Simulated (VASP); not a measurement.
# Al3SiNO (P2/m) in VASP: notebook

Al3SiNO is run at these levels: PBE; tasks: single point.

Program: VASP 6.6.1. These are calculated values, not measurements. Logs are shortened: lines on timing, memory, paths and dates and some standing lists are left out, and cuts for length are marked.

### 1 The cell of the first run

It takes space group P2/m (No. 10, monoclinic). Conventional cell: a = 4.871 Å, b = 3.944 Å, c = 4.952 Å, α = 90.00°, β = 118.54°, γ = 90.00°. Within 3.2 Å of Al (site symmetry m) lie 2 Si at 2.42 Å and 5 Al at 2.43 to 2.93 Å and 2 N at 2.46 Å and 3 O at 2.83 to 2.88 Å. Within 3.2 Å of Al (site symmetry 2/m) lie 4 Al at 2.43 Å and 2 Si at 2.44 Å and 2 N at 2.51 Å and 4 O at 3.17 Å. Si (site symmetry 2/m) has 6 Al at 2.42 to 2.44 Å and 2 N at 2.48 Å and 4 O at 3.19 Å within 3.2 Å. Within 3.2 Å of N (site symmetry 2/m) lie 6 Al at 2.46 to 2.51 Å and 2 Si at 2.48 Å and 4 O at 3.13 Å. O (site symmetry 2/m) has 10 Al at 2.83 to 3.17 Å and 4 N at 3.13 Å and 4 Si at 3.19 Å within 3.7 Å.

The cell was generated, and may not be a known phase.

### 2 Single point, PBE

File INCAR:

```
SYSTEM = Al3SiNO
  PREC = Accurate
  ENCUT = 520
  EDIFF = 1E-6
  ISMEAR = 0
  SIGMA = 0.1
  LREAL = .False.
  LASPH = .True.
  NELM = 80
  ALGO = Normal
  ISIF = 2
  LWAVE = .False.
  LCHARG = .True.
  GGA = PE
  LELF = .True.
  LVHAR = .True.
  NBANDS = 21
```

File KPOINTS:

```
Automatic mesh
0
Gamma
  4 4 4
  0 0 0
```

File POSCAR:

```
Al3SiNO
1.0
    4.8713623700      0.0000000000      0.0000000000
    0.0000000000      3.9443762000      0.0000000000
   -2.3658188000      0.0000000000      4.3502241200
Al Si N O
3 1 1 1
Direct
    0.1677060000      0.0000000000      0.8372889800
    0.8322940000      0.0000000000      0.1627110200
    0.5000000000      0.5000000000      0.0000000000
    0.0000000000      0.5000000000      0.0000000000
    0.0000000000      0.5000000000      0.5000000000
    0.5000000000      0.0000000000      0.5000000000
```

Potentials or basis: VASP PAW PBE potentials, release 64 (Al, Si, N, O).

On the command line:

```
cat potpaw_PBE.64/Al/POTCAR potpaw_PBE.64/Si/POTCAR potpaw_PBE.64/N/POTCAR potpaw_PBE.64/O/POTCAR > POTCAR
mpirun -np 1 vasp_std > vasp.out
```

OUTCAR:

```text
SYSTEM = Al3SiNO
   PREC = Accurate
   ENCUT = 520
   EDIFF = 1E-6
   ISMEAR = 0
   LREAL = .False.
   LASPH = .True.
   NELM = 80
   ISIF = 2
   GGA = PE

 ion  position               nearest neighbor table
   1  0.168  0.000  0.837-   4 2.42   4 2.42   3 2.43   3 2.43   5 2.46   5 2.46   2 2.79   2 2.84
                             2 2.93
   2  0.832  0.000  0.163-   4 2.42   4 2.42   3 2.43   3 2.43   5 2.46   5 2.46   1 2.79   1 2.84
                             1 2.93
   3  0.500  0.500  0.000-   1 2.43   2 2.43   1 2.43   2 2.43   4 2.44   4 2.44   5 2.51   5 2.51

   4  0.000  0.500  0.000-   1 2.42   2 2.42   1 2.42   2 2.42   3 2.44   3 2.44
   5  0.000  0.500  0.500-   1 2.46   2 2.46   1 2.46   2 2.46   3 2.51   3 2.51
   6  0.500  0.000  0.500-

  LATTYP: Found a simple monoclinic cell.
 ALAT       =     4.8713623700
 B/A-ratio  =     0.8097069978
 C/A-ratio  =     1.0165377444
 COS(beta)  =    -0.4777575213

  Lattice vectors:

 A1 = (   4.8713623700,   0.0000000000,   0.0000000000)
 A2 = (   0.0000000000,   3.9443762000,   0.0000000000)
 A3 = (  -2.3658188000,   0.0000000000,   4.3502241200)

Analysis of symmetry for initial positions (statically):
=====================================================================
 Subroutine PRICEL returns:
 Original cell was already a primitive cell.

 Routine SETGRP: Setting up the symmetry group for a
 simple monoclinic supercell.

 Subroutine GETGRP returns: Found  4 space group operations
 (whereof  4 operations were pure point group operations)
 out of a pool of  4 trial point group operations.

The static configuration has the point symmetry C_2h.

Analysis of symmetry for dynamics (positions and initial velocities):
=====================================================================
 Subroutine PRICEL returns:
 Original cell was already a primitive cell.

 Routine SETGRP: Setting up the symmetry group for a
 simple monoclinic supercell.

 Subroutine GETGRP returns: Found  4 space group operations
 (whereof  4 operations were pure point group operations)
 out of a pool of  4 trial point group operations.

The dynamic configuration has the point symmetry C_2h.

 Subroutine INISYM returns: Found  4 space group operations
 (whereof  4 operations are pure point group operations),
 and found     1 'primitive' translations

----------------------------------------------------------------------------------------

                                     Primitive cell

  volume of cell :      83.5873

  direct lattice vectors                    reciprocal lattice vectors
     4.871362370  0.000000000  0.000000000     0.205281382  0.000000000  0.111639892
     0.000000000  3.944376200  0.000000000     0.000000000  0.253525513  0.000000000
    -2.365818800  0.000000000  4.350224120     0.000000000  0.000000000  0.229873214

  length of vectors
     4.871362370  3.944376200  4.951923716     0.233674798  0.253525513  0.229873214

  position of ions in fractional coordinates (direct lattice)
     0.167706000  0.000000000  0.837288980
     0.832294000  0.000000000  0.162711020
     0.500000000  0.500000000  0.000000000
     0.000000000  0.500000000  0.000000000
     1.000000000  0.500000000  0.500000000
     0.500000000  0.000000000  0.500000000

  ion indices of the primitive-cell ions
   primitive index   ion index
                 1           1
                 2           2
                 3           3
                 4           4
                 5           5
                 6           6

----------------------------------------------------------------------------------------

 KPOINTS: Automatic mesh

Automatic generation of k-mesh.
 Grid dimensions read from file:
 generate k-points for:    4    4    4

 Generating k-lattice:

  Cartesian coordinates                     Fractional coordinates (reciprocal lattice)
     0.051320346  0.000000000  0.027909973     0.250000000  0.000000000 -0.000000000
     0.000000000  0.063381378  0.000000000     0.000000000  0.250000000  0.000000000
     0.000000000  0.000000000  0.057468303     0.000000000  0.000000000  0.250000000

  Length of vectors
     0.058418700  0.063381378  0.057468303

  Shift w.r.t. Gamma in fractional coordinates (k-lattice)
     0.000000000  0.000000000  0.000000000

 Subroutine IBZKPT returns following result:
 ===========================================

 Found     30 irreducible k-points:

 Following reciprocal coordinates:
            Coordinates               Weight
  0.000000  0.000000  0.000000      1.000000
  0.250000  0.000000  0.000000      2.000000
  0.500000  0.000000  0.000000      1.000000
  0.000000  0.250000  0.000000      2.000000
  0.250000  0.250000  0.000000      4.000000
  0.500000  0.250000  0.000000      2.000000
[... 16 lines left out ...]
  0.250000  0.000000  0.500000      2.000000
  0.500000  0.000000  0.500000      1.000000
 [... further k-points ...]
   k-points           NKPTS =     30   k-points in BZ     NKDIM =     30   number of bands    NBANDS=     21
   number of dos      NEDOS =    301   number of ions     NIONS =      6
   total plane-waves  NPLWV =  43200
   dimension x,y,z NGX =    36 NGY =   30 NGZ =   40
   dimension x,y,z NGXF=    72 NGYF=   60 NGZF=   80
   ions per type =               3   1   1   1
   NGX,Y,Z   is equivalent  to a cutoff of  12.29, 12.64, 13.43 a.u.
   NGXF,Y,Z  is equivalent  to a cutoff of  24.57, 25.29, 26.86 a.u.
 SYSTEM =  Al3SiNO
   PREC   = accura    normal or accurate (medium, high low for compatibility)
   ISTART =      0    job   : 0-new  1-cont  2-samecut
   ICHARG =      2    charge: 1-file 2-atom 10-const
   ISPIN  =      1    spin polarized calculation?
   LNONCOLLINEAR =      F non collinear calculations
   LSORBIT =      F    spin-orbit coupling
   LASPH  =      T    aspherical Exc in radial PAW
   ENCUT  =  520.0 eV  38.22 Ry    6.18 a.u.   9.06  7.33  9.21*2*pi/ulx,y,z
   NELM   =     80;   NELMIN=  2; NELMDL= -5     # of ELM steps
   EDIFF  = 0.1E-05   stopping-criterion for ELM
   LREAL  =      F    real-space projection
   EDIFFG = 0.1E-04   stopping-criterion for IOM
   NSW    =      0    number of steps for IOM
   IBRION =     -1    ionic relax: 0-MD 1-quasi-New 2-CG
   NFREE  =      0    steps in history (QN), initial steepest desc. (CG)
   ISIF   =      2    stress and relaxation
   ISYM   =      2    0-nonsym 1-usesym 2-fastsym
   POTIM  = 0.5000    time-step for ionic-motion
   TEBEG  =    0.0;   TEEND  =   0.0 temperature during run
   PSTRESS=    0.0 pullay stress
   NELECT =      24.0000    total number of electrons
   NUPDOWN=      -1.0000    fix difference up-down
   EMIN   =  10.00;   EMAX   =-10.00  energy-range for DOS
   EFERMI =   0.00;   METHOD = LEGACY
   ISMEAR =     0;   SIGMA  =   0.10  broadening in eV -4-tet -1-fermi 0-gaus
   EFERMI_NEDOS =   21; number of points for ismear=-14 and -15
   IALGO  =     38    algorithm
   IMIX   =      4    mixing-type and parameters
     AMIX     =   0.40;   BMIX     =  1.00
     AMIX_MAG =   1.60;   BMIX_MAG =  1.00
  volume/ion in A,a.u.               =      13.93        94.01
  Fermi-wavevector in a.u.,A,eV,Ry     =   1.080020  2.040942 15.870422  1.166443
  Thomas-Fermi vector in A             =   2.216000
   LORBIT       =      0    0 simple, 1 ext, 2 COOP (PROOUT), +10 PAW based schemes
   GGA     = PE    functional components
   LHFCALC =     F    Hartree Fock is set to
   AEXX    =    0.0000 exact exchange contribution
   IVDW    =     0    specifies the selected vdW correction
   LEPSILON=     F    determine dielectric tensor
   LRPA    =     F    only Hartree local field effects (RPA)
 non-spin polarized calculation
 Gauss-broadening in eV      SIGMA  =   0.10
  energy-cutoff  :      520.00
  volume of cell :       83.59
 maximum number of plane-waves:      2268
   NGX = 19   NGY = 15   NGZ = 19

 number of electron      24.0000002 magnetization

 Free energy of the ion-electron system (eV)
  ---------------------------------------------------
  ext. energy  EPLUGINS =         0.00000000
  ---------------------------------------------------
  free energy    TOTEN  =       -25.99598709 eV

  energy without entropy =      -25.98442698  energy(sigma->0) =      -25.99020704

 E-fermi :   6.1228     XC(G=0): -10.2801

 val. band max:        6.1207480038   @ k =   0.0000   0.0000   0.0000
 cond. band min:       6.1432242257   @ k =   0.0000   0.5000   0.5000
 fundamental gap:      0.0224762219
 Fermi energy:         6.1228426005

 k-point     1 :       0.0000    0.0000    0.0000
  band No.  band energies     occupation
      1      -9.7086      2.00000
      2      -7.7143      2.00000
      3      -3.1693      2.00000
      4      -0.5776      2.00000
      5       1.6673      2.00000
      6       1.7895      2.00000
[... 13 lines left out ...]
     20      12.3134      0.00000
     21      13.2421      0.00000

 k-point     2 :       0.2500    0.0000    0.0000
  band No.  band energies     occupation
      1      -9.6138      2.00000
      2      -7.7428      2.00000
      3      -3.1772      2.00000
      4      -1.6788      2.00000
      5       1.7139      2.00000
      6       2.0627      2.00000
[... 13 lines left out ...]
     20      13.0182      0.00000
     21      13.8936      0.00000

 k-point     3 :       0.5000    0.0000    0.0000
  band No.  band energies     occupation
      1      -9.5120      2.00000
      2      -7.7739      2.00000
      3      -2.9005      2.00000
      4      -2.7502      2.00000
      5       2.0770      2.00000
      6       2.4545      2.00000
[... 13 lines left out ...]
     20      12.9504      0.00000
     21      13.5889      0.00000
[... 457 lines left out ...]
 k-point    23 :       0.2500    0.0000    0.5000
  band No.  band energies     occupation
      1      -9.5364      2.00000
      2      -7.5081      2.00000
      3      -4.6815      2.00000
      4      -0.7460      2.00000
      5       2.5273      2.00000
      6       2.8653      2.00000
[... 13 lines left out ...]
     20      13.7461      0.00000
     21      14.7345      0.00000

 k-point    24 :       0.5000    0.0000    0.5000
  band No.  band energies     occupation
      1      -9.5175      2.00000
      2      -7.6311      2.00000
      3      -4.1132      2.00000
      4      -1.6591      2.00000
      5       2.5095      2.00000
      6       2.8841      2.00000
[... 13 lines left out ...]
     20      12.9468      0.00000
     21      13.9226      0.00000

 [... further k-points ...]

------------------------ aborting loop because EDIFF is reached ----------------------------------------

  FORCE on cell =-STRESS in cart. coord.  units (eV):
  Direction    XX          YY          ZZ          XY          YZ          ZX
  --------------------------------------------------------------------------------------
  -------------------------------------------------------------------------------------
  Total        3.1564751      9.1018298    -11.6384952      0.0000000      0.0000000      0.9280497
  in kB       60.5023919    174.4612149   -223.0832777      0.0000000      0.0000000     17.7885858
  external PRESSURE =       3.9601097 kB  Pullay stress =       0.0000000 kB

 VOLUME and BASIS-vectors are now :
 -----------------------------------------------------------------------------
  energy-cutoff  :      520.00
  volume of cell :       83.59
      direct lattice vectors                 reciprocal lattice vectors
     4.871362370  0.000000000  0.000000000     0.205281382  0.000000000  0.111639892
     0.000000000  3.944376200  0.000000000     0.000000000  0.253525513  0.000000000
    -2.365818800  0.000000000  4.350224120     0.000000000  0.000000000  0.229873214

 POSITION                                       TOTAL-FORCE (eV/Angst)
 -----------------------------------------------------------------------------------
     -1.16392      0.00000      3.64239        -0.375895      0.000000     -2.288507
      3.66946      0.00000      0.70783         0.375895     -0.000000      2.288507
      2.43568      1.97219      0.00000         0.000000     -0.000000      0.000000
      0.00000      1.97219      0.00000         0.000000     -0.000000      0.000000
     -1.18291      1.97219      2.17511         0.000000     -0.000000      0.000000
      1.25277      0.00000      2.17511         0.000000     -0.000000      0.000000
 -----------------------------------------------------------------------------------
    total drift:                               -0.000000      0.000000      0.000000

  FREE ENERGIE OF THE ION-ELECTRON SYSTEM (eV)
  ---------------------------------------------------
  free  energy   TOTEN  =       -25.9959870921 eV

  energy  without entropy=      -25.9844269804  energy(sigma->0) =      -25.99020704
```

Wall time 48 s (1 thread of Intel Xeon 6975P-C (Granite Rapids), shared host); peak memory 0.22 GiB.

Results:

```yaml
Free_energy: -25.9960 eV
Pressure: 0.4 GPa
Largest_force: 2.319 eV/Å
Band_gap_on_the_k_mesh: zero (bands 12 and 13 overlap by 1.86 eV)
```

Forces in eV/Å, atoms in the order of the input:
```
Al  -0.376  0.000 -2.289
Al   0.376  0.000  2.289
Al   0.000  0.000  0.000
Si   0.000  0.000  0.000
N    0.000  0.000  0.000
O    0.000  0.000  0.000
```

Caveat: the k points lie up to 0.40 Å⁻¹ apart, too coarse for converged energies and pressures of a metal; forces of over 1 eV/Å act on the atoms, so gaps and moduli don't describe the material at rest.

### 3 Single point, PBE

This run uses another cell than the first one, of 14.51 Å³/atom.

File INCAR:

```
SYSTEM = Al3SiNO
  ALGO = Normal
  EDIFF = 1E-6
  ENCUT = 520
  GGA = PE
  ISIF = 2
  ISMEAR = 0
  LASPH = .TRUE.
  LCHARG = .FALSE.
  LREAL = .FALSE.
  LWAVE = .FALSE.
  NBANDS = 21
  NELM = 100
  PREC = Accurate
  SIGMA = 0.1
```

File KPOINTS:

```
k-points
0
G
  4 4 4
  0 0 0
```

File POSCAR:

```
Al3SiNO
1.0
    4.9296371520      0.0000000000      1.3135498789
    0.0000000000      4.7696233831      0.0000000000
   -1.2210941075      0.0000000000      3.3766127560
Al Si N O
3 1 1 1
Direct
    0.2495450267      0.0000000000      1.1301458468
    0.7504549733      0.0000000000     -0.1301458468
    0.5000000000      0.5000000000      0.0000000000
    0.0000000000      0.5000000000      0.0000000000
    0.0000000000      0.5000000000      0.5000000000
    0.5000000000      0.0000000000      0.5000000000
```

Potentials or basis: VASP PAW PBE potentials, release 64 (Al, Si, N, O).

On the command line:

```
cat potpaw_PBE.64/Al/POTCAR potpaw_PBE.64/Si/POTCAR potpaw_PBE.64/N/POTCAR potpaw_PBE.64/O/POTCAR > POTCAR
mpirun -np 1 vasp_std > vasp.out
```

It took 58 s on 1 thread of Intel Xeon 6975P-C (Granite Rapids), shared host; peak memory 0.21 GiB.

Results (log left out):

```yaml
Free_energy: -30.9916 eV
Pressure: 0.1 GPa
Largest_force: 0.049 eV/Å
Band_gap_on_the_k_mesh: zero (bands 12 and 13 overlap by 1.44 eV)
```

Forces in eV/Å, atoms in the order of the input:
```
Al  -0.027  0.000 -0.041
Al   0.027  0.000  0.041
Al   0.000  0.000  0.000
Si   0.000  0.000  0.000
N    0.000  0.000  0.000
O    0.000  0.000  0.000
```

Stress tensor (GPa, compression positive):
```
-0.03  0.00 -0.05
 0.00  0.01  0.00
-0.05  0.00  0.26
```

Levels at points of the mesh, in eV from the Fermi level:
```
           k point  band 9  band 10  band 11  band 12  band 13  band 14  band 15  band 16
(0.00, 0.00, 0.00)   -3.96    -3.83    -1.24     0.65     0.74     1.35     1.60     3.65
(0.50, 0.00, 0.00)   -4.41    -2.02    -1.41     0.36     0.76     1.48     3.00     3.64
(0.00, 0.50, 0.00)   -3.92    -2.22    -0.79    -0.28     0.28     1.02     4.02     4.32
(0.50, 0.50, 0.00)   -4.07    -3.80    -0.62    -0.57     2.90     3.42     3.67     3.73
(0.00, 0.00, 0.50)   -2.91    -2.73    -2.52    -2.01    -0.79     0.90     1.73     2.59
(0.50, 0.00, 0.50)   -3.41    -2.78    -2.47    -1.21     0.58     1.17     2.03     2.59
(0.00, 0.50, 0.50)   -3.70    -3.15    -2.85    -0.45     1.30     1.30     1.85     2.09
(0.50, 0.50, 0.50)   -2.97    -2.64    -0.56    -0.55     2.63     2.86     3.01     3.24
```

Caveat: the k points lie up to 0.44 Å⁻¹ apart, too coarse for converged energies and pressures of a metal.

The gap in the log of VASP goes by the Fermi energy; the results here count the filled bands.